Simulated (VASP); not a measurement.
## SnTe (rocksalt type): single point with PBEsol

Crystal: SnTe (rocksalt type).

```
Sn Te
1.0
     0.00000    2.81732    2.81732
     2.81732    0.00000    2.81732
     2.81732    2.81732    0.00000
Sn Te
1 1
Direct
  0.00000 0.00000 0.00000
  0.50000 0.50000 0.50000
```

This cell differs from its parent crystal: volume scaled by 0.72.

```
Program                : VASP 6.6.1
Task                   : single point
Functional             : PBEsol
Potentials or basis    : VASP PAW PBE potentials, release 64 (Sn_d, Te)
Cutoff                 : 520 eV
k mesh                 : 11 × 11 × 11
Occupations            : fermi-dirac, width 0.08 eV
Spin                   : no spin polarisation
Dipole correction      : no
Further INCAR settings : ALGO = Normal; EDIFF = 1e-06; NBANDS = 17
```

| Property | Result |
| --- | --- |
| Pressure | 31.8 GPa |

Levels at points of the mesh, in eV from the Fermi level:
| k point | band 6 | band 7 | band 8 | band 9 | band 10 | band 11 | band 12 | band 13 | band 14 | band 15 |
| --- | --- | --- | --- | --- | --- | --- | --- | --- | --- | --- |
| (0.00, 0.00, 0.00) | -15.86 | -3.12 | -3.12 | -3.12 | -2.88 | 4.00 | 4.00 | 4.00 | 4.07 | 4.07 |

Run time: 75 s on 1 thread of Intel Xeon 8259CL, with other jobs on the host, peak memory 0.2 GiB.

Caveat: this odd mesh misses L, where the gap lies, so gap, dielectric constants and Born charges aren't listed; the PAW data sets were made with another functional, which shifts forces and pressure a little; spin-orbit coupling is left out, which moves the levels of the heavy elements.
